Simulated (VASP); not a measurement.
# BN in VASP: further runs

The runs below take BN through single point, with PBE, r2SCAN.

Program: VASP 6.6.1. These are calculated values, not measurements. Logs are shortened: lines on timing, memory, paths and dates and some standing lists are left out, and cuts for length are marked.

## 1. The cell of the first run

It takes space group Immm (No. 71, orthorhombic). Conventional cell: a = 2.443 Å, b = 2.495 Å, c = 3.492 Å, α = 90.00°, β = 90.00°, γ = 90.00°. Within 2.3 Å of B (site symmetry mmm) lie 6 N at 1.75 Å. Within 2.3 Å of N (site symmetry mmm) lie 6 B at 1.75 Å.

## 2. Single point, PBE (shear xy strain +2.1%)

INCAR

```
SYSTEM = BN
PREC     = Accurate       ! precision mode
ENCUT    = 520            ! plane-wave cutoff, eV
EDIFF    = 1E-6           ! SCF threshold, eV
ISMEAR   = -1             ! smearing method
SIGMA    = 0.02           ! smearing width, eV
LREAL    = .FALSE.        ! projectors in reciprocal space
LASPH    = .TRUE.         ! aspherical terms in the spheres
NELM     = 80             ! most SCF steps
ALGO     = Normal         ! electronic algorithm
ISIF     = 2              ! what is computed and relaxed
LWAVE    = .FALSE.        ! write WAVECAR
LCHARG   = .FALSE.        ! write CHGCAR
GGA      = PE             ! functional
NBANDS   = 11             ! bands
```

KPOINTS

```
Automatic mesh
0
G
  12 12 12
  0 0 0
```

POSCAR

```
BN
1.0
    0.0185057549      1.7458259350      1.7458259350
    1.7458259350      0.0185057549      1.7458259350
    1.7643316899      1.7643316899      0.0000000000
B N
1 1
Direct
    0.0000000000      0.0000000000      0.0000000000
    0.5000000000      0.5000000000      0.5000000000
```

Potentials or basis: VASP PAW PBE potentials, release 64 (B, N).

The run is started by

```bash
cat potpaw_PBE.64/B/POTCAR potpaw_PBE.64/N/POTCAR > POTCAR
mpirun -np 1 vasp_std > vasp.out
```

OUTCAR:

```text
SYSTEM = BN
   PREC = Accurate
   ENCUT = 520
   EDIFF = 1E-6
   ISMEAR = -1
   LREAL = .FALSE.
   LASPH = .TRUE.
   NELM = 80
   ISIF = 2
   GGA = PE

 ion  position               nearest neighbor table
   1  0.000  0.000  0.000-   2 1.75   2 1.75   2 1.75   2 1.75   2 1.75   2 1.75
   2  0.500  0.500  0.500-   1 1.75   1 1.75   1 1.75   1 1.75   1 1.75   1 1.75

  LATTYP: Found a body centered orthorhombic cell.
 ALAT       =     2.4427996253
 B/A-ratio  =     1.0214271275
 C/A-ratio  =     1.4293648296

  Lattice vectors:

 A1 = (   1.7458259350,   0.0185057549,  -1.7458259350)
 A2 = (  -1.7458259350,  -0.0185057549,  -1.7458259350)
 A3 = (   0.0185057549,   1.7458259350,   1.7458259350)

Analysis of symmetry for initial positions (statically):
=====================================================================
 Subroutine PRICEL returns:
 Original cell was already a primitive cell.

 Routine SETGRP: Setting up the symmetry group for a
 body centered orthorhombic supercell.

 Subroutine GETGRP returns: Found  8 space group operations
 (whereof  8 operations were pure point group operations)
 out of a pool of  8 trial point group operations.

The static configuration has the point symmetry D_2h.

Analysis of symmetry for dynamics (positions and initial velocities):
=====================================================================
 Subroutine PRICEL returns:
 Original cell was already a primitive cell.

 Routine SETGRP: Setting up the symmetry group for a
 body centered orthorhombic supercell.

 Subroutine GETGRP returns: Found  8 space group operations
 (whereof  8 operations were pure point group operations)
 out of a pool of  8 trial point group operations.

The dynamic configuration has the point symmetry D_2h.

 Subroutine INISYM returns: Found  8 space group operations
 (whereof  8 operations are pure point group operations),
 and found     1 'primitive' translations

----------------------------------------------------------------------------------------

                                     Primitive cell

  volume of cell :      10.6410

  direct lattice vectors                    reciprocal lattice vectors
     0.018505755  1.745825935  1.745825935    -0.289465732  0.289465732  0.286397395
     1.745825935  0.018505755  1.745825935     0.289465732 -0.289465732  0.286397395
     1.764331690  1.764331690  0.000000000     0.283393425  0.283393425 -0.286397395

  length of vectors
     2.469040067  2.469040067  2.495141804     0.499604131  0.499604131  0.492592260

  position of ions in fractional coordinates (direct lattice)
     0.000000000  0.000000000  0.000000000
     0.500000000  0.500000000  0.500000000

  ion indices of the primitive-cell ions
   primitive index   ion index
                 1           1
                 2           2

----------------------------------------------------------------------------------------

 KPOINTS: Automatic mesh

Automatic generation of k-mesh.
 Grid dimensions read from file:
 generate k-points for:   12   12   12

 Generating k-lattice:

  Cartesian coordinates                     Fractional coordinates (reciprocal lattice)
    -0.024122144  0.024122144  0.023866450     0.083333333 -0.000000000  0.000000000
     0.024122144 -0.024122144  0.023866450    -0.000000000  0.083333333  0.000000000
     0.023616119  0.023616119 -0.023866450     0.000000000  0.000000000  0.083333333

  Length of vectors
     0.041633678  0.041633678  0.041049355

  Shift w.r.t. Gamma in fractional coordinates (k-lattice)
     0.000000000  0.000000000  0.000000000

 Subroutine IBZKPT returns following result:
 ===========================================

 Found    280 irreducible k-points:

 Following reciprocal coordinates:
            Coordinates               Weight
  0.000000  0.000000  0.000000      1.000000
  0.083333  0.000000  0.000000      4.000000
  0.166667 -0.000000  0.000000      4.000000
  0.250000 -0.000000  0.000000      4.000000
  0.333333  0.000000  0.000000      4.000000
  0.416667 -0.000000  0.000000      4.000000
[... 16 lines left out ...]
  0.500000  0.166667  0.000000      4.000000
 -0.416667  0.166667  0.000000      4.000000
 [... further k-points ...]
   k-points           NKPTS =    280   k-points in BZ     NKDIM =    280   number of bands    NBANDS=     11
   number of dos      NEDOS =    301   number of ions     NIONS =      2
   total plane-waves  NPLWV =   6480
   dimension x,y,z NGX =    18 NGY =   18 NGZ =   20
   dimension x,y,z NGXF=    36 NGYF=   36 NGZF=   40
   ions per type =               1   1
   NGX,Y,Z   is equivalent  to a cutoff of  12.12, 12.12, 13.33 a.u.
   NGXF,Y,Z  is equivalent  to a cutoff of  24.24, 24.24, 26.65 a.u.
 SYSTEM =  BN
   PREC   = accura    normal or accurate (medium, high low for compatibility)
   ISTART =      0    job   : 0-new  1-cont  2-samecut
   ICHARG =      2    charge: 1-file 2-atom 10-const
   ISPIN  =      1    spin polarized calculation?
   LNONCOLLINEAR =      F non collinear calculations
   LSORBIT =      F    spin-orbit coupling
   LASPH  =      T    aspherical Exc in radial PAW
   ENCUT  =  520.0 eV  38.22 Ry    6.18 a.u.   4.59  4.59  4.64*2*pi/ulx,y,z
   NELM   =     80;   NELMIN=  2; NELMDL= -5     # of ELM steps
   EDIFF  = 0.1E-05   stopping-criterion for ELM
   LREAL  =      F    real-space projection
   EDIFFG = 0.1E-04   stopping-criterion for IOM
   NSW    =      0    number of steps for IOM
   IBRION =     -1    ionic relax: 0-MD 1-quasi-New 2-CG
   NFREE  =      0    steps in history (QN), initial steepest desc. (CG)
   ISIF   =      2    stress and relaxation
   ISYM   =      2    0-nonsym 1-usesym 2-fastsym
   POTIM  = 0.5000    time-step for ionic-motion
   TEBEG  =    0.0;   TEEND  =   0.0 temperature during run
   PSTRESS=    0.0 pullay stress
   NELECT =       8.0000    total number of electrons
   NUPDOWN=      -1.0000    fix difference up-down
   EMIN   =  10.00;   EMAX   =-10.00  energy-range for DOS
   EFERMI =   0.00;   METHOD = LEGACY
   ISMEAR =    -1;   SIGMA  =   0.02  broadening in eV -4-tet -1-fermi 0-gaus
   EFERMI_NEDOS =   21; number of points for ismear=-14 and -15
   IALGO  =     38    algorithm
   IMIX   =      4    mixing-type and parameters
     AMIX     =   0.40;   BMIX     =  1.00
     AMIX_MAG =   1.60;   BMIX_MAG =  1.00
  volume/ion in A,a.u.               =       5.32        35.90
  Fermi-wavevector in a.u.,A,eV,Ry     =   1.488596  2.813038 30.149392  2.215918
  Thomas-Fermi vector in A             =   2.601611
   LORBIT       =      0    0 simple, 1 ext, 2 COOP (PROOUT), +10 PAW based schemes
   GGA     = PE    functional components
   LHFCALC =     F    Hartree Fock is set to
   AEXX    =    0.0000 exact exchange contribution
   IVDW    =     0    specifies the selected vdW correction
   LEPSILON=     F    determine dielectric tensor
   LRPA    =     F    only Hartree local field effects (RPA)
 non-spin polarized calculation
  energy-cutoff  :      520.00
  volume of cell :       10.64
 maximum number of plane-waves:       297
   NGX =  9   NGY =  9   NGZ =  9

 number of electron       7.9999999 magnetization

 Free energy of the ion-electron system (eV)
  ---------------------------------------------------
  ext. energy  EPLUGINS =         0.00000000
  ---------------------------------------------------
  free energy    TOTEN  =       -13.93498895 eV

  energy without entropy =      -13.93498895  energy(sigma->0) =      -13.93498895

 E-fermi :  11.1722     XC(G=0): -13.7611

 val. band max:       10.6356523229   @ k =   0.1667   0.1667   0.3333
 cond. band min:      11.6247726491   @ k =   0.5000   0.5000   0.0000
 fundamental gap:      0.9891203262
 Fermi energy:        11.1721715678

 k-point     1 :       0.0000    0.0000    0.0000
  band No.  band energies     occupation
      1     -12.1040      2.00000
      2       9.2766      2.00000
      3       9.5214      2.00000
      4       9.7828      2.00000
      5      19.6061      0.00000
      6      22.4295      0.00000
      7      22.4947      0.00000
      8      22.5811      0.00000
      9      28.5407      0.00000
     10      29.0289      0.00000
     11      29.4648      0.00000

 k-point     2 :       0.0833    0.0000    0.0000
  band No.  band energies     occupation
      1     -11.9055      2.00000
      2       8.8480      2.00000
      3       9.2635      2.00000
      4       9.6014      2.00000
      5      19.7919      0.00000
      6      21.7951      0.00000
      7      21.8806      0.00000
      8      22.3454      0.00000
      9      28.5344      0.00000
     10      29.0438      0.00000
     11      29.6935      0.00000

 k-point     3 :       0.1667   -0.0000    0.0000
  band No.  band energies     occupation
      1     -11.3148      2.00000
      2       6.7834      2.00000
      3       9.2477      2.00000
      4       9.5437      2.00000
      5      19.6433      0.00000
      6      20.2616      0.00000
      7      20.2758      0.00000
      8      22.5064      0.00000
      9      28.1125      0.00000
     10      30.4655      0.00000
     11      31.1308      0.00000

 k-point     4 :       0.2500   -0.0000    0.0000
  band No.  band energies     occupation
      1     -10.3502      2.00000
      2       4.1412      2.00000
      3       9.2782      2.00000
      4       9.5319      2.00000
      5      18.4573      0.00000
      6      18.4775      0.00000
      7      18.9532      0.00000
      8      23.1252      0.00000
      9      28.7589      0.00000
     10      32.6863      0.00000
     11      33.3913      0.00000

 k-point     5 :       0.3333    0.0000    0.0000
  band No.  band energies     occupation
      1      -9.0641      2.00000
      2       1.4273      2.00000
      3       9.3834      2.00000
      4       9.5901      2.00000
      5      16.9016      0.00000
      6      16.9602      0.00000
      7      18.1670      0.00000
      8      23.6558      0.00000
      9      30.2339      0.00000
     10      35.5955      0.00000
     11      36.3404      0.00000
[... 211 lines left out ...]
 k-point    21 :       0.3333    0.1667    0.0000
  band No.  band energies     occupation
      1      -9.2829      2.00000
      2       3.6501      2.00000
      3       6.9996      2.00000
      4       8.1619      2.00000
      5      14.7789      0.00000
      6      20.7287      0.00000
      7      21.2747      0.00000
      8      23.9332      0.00000
      9      25.4990      0.00000
     10      37.4368      0.00000
     11      38.2071      0.00000

 k-point    22 :       0.4167    0.1667    0.0000
  band No.  band energies     occupation
      1      -7.9280      2.00000
      2       1.1234      2.00000
      3       7.1021      2.00000
      4       7.4085      2.00000
      5      14.4794      0.00000
      6      19.8445      0.00000
      7      20.3201      0.00000
      8      24.6066      0.00000
      9      27.5388      0.00000
     10      38.6902      0.00000
     11      41.3756      0.00000

 k-point    23 :       0.5000    0.1667    0.0000
  band No.  band energies     occupation
      1      -6.5711      2.00000
      2      -0.9193      2.00000
      3       6.5897      2.00000
      4       7.5346      2.00000
      5      14.6353      0.00000
      6      18.4737      0.00000
      7      20.2228      0.00000
      8      24.8999      0.00000
      9      30.2189      0.00000
     10      36.9021      0.00000
     11      42.7088      0.00000

 k-point    24 :      -0.4167    0.1667    0.0000
  band No.  band energies     occupation
      1      -6.2576      2.00000
      2      -1.3281      2.00000
      3       5.9365      2.00000
      4       8.2615      2.00000
      5      15.1348      0.00000
      6      17.3239      0.00000
      7      20.4293      0.00000
      8      24.8384      0.00000
      9      32.3367      0.00000
     10      35.2301      0.00000
     11      39.2756      0.00000

 [... further k-points ...]

------------------------ aborting loop because EDIFF is reached ----------------------------------------

  FORCE on cell =-STRESS in cart. coord.  units (eV):
  Direction    XX          YY          ZZ          XY          YZ          ZX
  --------------------------------------------------------------------------------------
  -------------------------------------------------------------------------------------
  Total        0.2739846      0.2739846      0.2475033     -0.8886720      0.0000000      0.0000000
  in kB       41.2527313     41.2527313     37.2655529   -133.8036839      0.0000000      0.0000000
  external PRESSURE =      39.9236718 kB  Pullay stress =       0.0000000 kB

 VOLUME and BASIS-vectors are now :
 -----------------------------------------------------------------------------
  energy-cutoff  :      520.00
  volume of cell :       10.64
      direct lattice vectors                 reciprocal lattice vectors
     0.018505755  1.745825935  1.745825935    -0.289465732  0.289465732  0.286397395
     1.745825935  0.018505755  1.745825935     0.289465732 -0.289465732  0.286397395
     1.764331690  1.764331690  0.000000000     0.283393425  0.283393425 -0.286397395

 POSITION                                       TOTAL-FORCE (eV/Angst)
 -----------------------------------------------------------------------------------
      0.00000      0.00000      0.00000        -0.000000     -0.000000     -0.000000
      1.76433      1.76433      1.74583         0.000000      0.000000      0.000000
 -----------------------------------------------------------------------------------
    total drift:                               -0.000000     -0.000000     -0.000000

  FREE ENERGIE OF THE ION-ELECTRON SYSTEM (eV)
  ---------------------------------------------------
  free  energy   TOTEN  =       -13.9349889455 eV

  energy  without entropy=      -13.9349889455  energy(sigma->0) =      -13.93498895
```

It took 37 s on 1 thread of Intel Xeon 8259CL, shared host; peak memory 0.14 GiB.

Results:

```yaml
Free_energy: -13.9350 eV
Pressure: 4.0 GPa
Band_gap_on_the_k_mesh: 0.99 eV, indirect (least direct gap 5.66 eV)
```

Levels at points of the mesh, in eV from the valence-band top:
| k point | band 2 | band 3 | band 4 | band 5 | band 6 | band 7 |
| --- | --- | --- | --- | --- | --- | --- |
| (0.00, 0.00, 0.00) | -1.36 | -1.11 | -0.85 | 8.97 | 11.79 | 11.86 |
| (0.50, 0.00, 0.00) | -12.72 | -1.04 | -0.89 | 4.77 | 4.90 | 6.85 |
| (0.50, 0.50, 0.00) | -12.13 | -6.19 | -5.55 | 0.99 | 8.64 | 14.35 |
| (0.00, 0.00, 0.50) | -12.92 | -0.85 | -0.69 | 5.02 | 5.21 | 7.26 |
| (0.50, 0.00, 0.50) | -12.13 | -5.87 | -5.87 | 1.02 | 8.60 | 14.39 |

Caveat: the cell differs from its parent crystal (shear xy strain +2.1%). A k mesh can miss the band edges.

## 3. Single point, r2SCAN (biaxial xy strain +2.2%)

POSCAR

```
BN
1.0
    0.0000000000      1.7838849403      1.7458259350
    1.7838849403      0.0000000000      1.7458259350
    1.7838849403      1.7838849403      0.0000000000
B N
1 1
Direct
    0.0000000000      0.0000000000      0.0000000000
    0.5000000000      0.5000000000      0.5000000000
```

INCAR.step1

```
PREC = Accurate
ENCUT = 520
ISMEAR = 0
SIGMA = 0.01
LREAL = False
LASPH = True
NELM = 60
NBANDS = 11
GGA = PE
ALGO = Normal
EDIFF = 1E-4
LWAVE = True
LCHARG = False
```

INCAR.step2

```
PREC = Accurate
ENCUT = 520
EDIFF = 1E-7
ISMEAR = 0
SIGMA = 0.01
LREAL = False
LASPH = True
NELM = 60
ALGO = Normal
ISIF = 2
LWAVE = False
LCHARG = True
METAGGA = R2SCAN
LMIXTAU = True
LELF = True
LVHAR = True
NBANDS = 11
ISTART = 1
```

KPOINTS

```
regular mesh
0
Gamma
  12 12 12
```

Potentials or basis: VASP PAW PBE potentials, release 64 (B, N).

The run is started by

```bash
cat potpaw_PBE.64/B/POTCAR potpaw_PBE.64/N/POTCAR > POTCAR
cp INCAR.step1 INCAR
mpirun -np 1 vasp_std > vasp.out
cp INCAR.step2 INCAR
mpirun -np 1 vasp_std > vasp.out
```

OUTCAR:

```text
PREC = Accurate
   ENCUT = 520
   EDIFF = 1E-7
   ISMEAR = 0
   LREAL = False
   LASPH = True
   NELM = 60
   ISIF = 2
   METAGGA = R2SCAN
   ISTART = 1

 ion  position               nearest neighbor table
   1  0.000  0.000  0.000-   2 1.75   2 1.75   2 1.78   2 1.78   2 1.78   2 1.78
   2  0.500  0.500  0.500-   1 1.75   1 1.75   1 1.78   1 1.78   1 1.78   1 1.78

  LATTYP: Found a body centered tetragonal cell.
 ALAT       =     2.5227942763
 C/A-ratio  =     1.3840414586

  Lattice vectors:
[... 523 lines left out ...]

------------------------ aborting loop because EDIFF is reached ----------------------------------------

  FORCE on cell =-STRESS in cart. coord.  units (eV):
  Direction    XX          YY          ZZ          XY          YZ          ZX
  --------------------------------------------------------------------------------------
  -------------------------------------------------------------------------------------
  Total       -1.1209014     -1.1209014     -0.9169578      0.0000000      0.0000000     -0.0000000
  in kB     -161.6267956   -161.6267956   -132.2194408      0.0000000      0.0000000     -0.0000000
  external PRESSURE =    -151.8243440 kB  Pullay stress =       0.0000000 kB

 VOLUME and BASIS-vectors are now :
 -----------------------------------------------------------------------------
  energy-cutoff  :      520.00
  volume of cell :       11.11
      direct lattice vectors                 reciprocal lattice vectors
     0.000000000  1.783884940  1.745825935    -0.280287136  0.280287136  0.286397395
     1.783884940  0.000000000  1.745825935     0.280287136 -0.280287136  0.286397395
     1.783884940  1.783884940  0.000000000     0.280287136  0.280287136 -0.286397395

 POSITION                                       TOTAL-FORCE (eV/Angst)
 -----------------------------------------------------------------------------------
      0.00000      0.00000      0.00000        -0.000000      0.000000     -0.000000
      1.78388      1.78388      1.74583         0.000000     -0.000000      0.000000
 -----------------------------------------------------------------------------------
    total drift:                                0.000000      0.000000      0.000000

  FREE ENERGIE OF THE ION-ELECTRON SYSTEM (eV)
  ---------------------------------------------------
  free  energy   TOTEN  =       -15.4069854550 eV

  energy  without entropy=      -15.4069854550  energy(sigma->0) =      -15.40698546
```

OUTCAR.step1:

```text
PREC = Accurate
   ENCUT = 520
   ISMEAR = 0
   LREAL = False
   LASPH = True
[... 558 lines left out ...]
      0.00000      0.00000      0.00000        -0.000000     -0.000000      0.000000
      1.78388      1.78388      1.74583         0.000000      0.000000      0.000000
 -----------------------------------------------------------------------------------
    total drift:                                0.000000      0.000000      0.000000

  FREE ENERGIE OF THE ION-ELECTRON SYSTEM (eV)
  ---------------------------------------------------
  free  energy   TOTEN  =       -13.9312072353 eV

  energy  without entropy=      -13.9312072353  energy(sigma->0) =      -13.93120724
```

Run time: 2.7 min. Hardware: 1 thread of Intel Xeon 8259CL, shared host; peak memory 0.14 GiB.

Results:

```
Free energy            : -15.4070 eV
Pressure               : -15.2 GPa
Band gap on the k mesh : 0.67 eV, indirect (least direct gap 6.12 eV)
```

Caveat: the cell differs from its parent crystal (biaxial xy strain +2.2%); the PAW data sets were made with another functional, which shifts forces and pressure a little. A k mesh can miss the band edges.
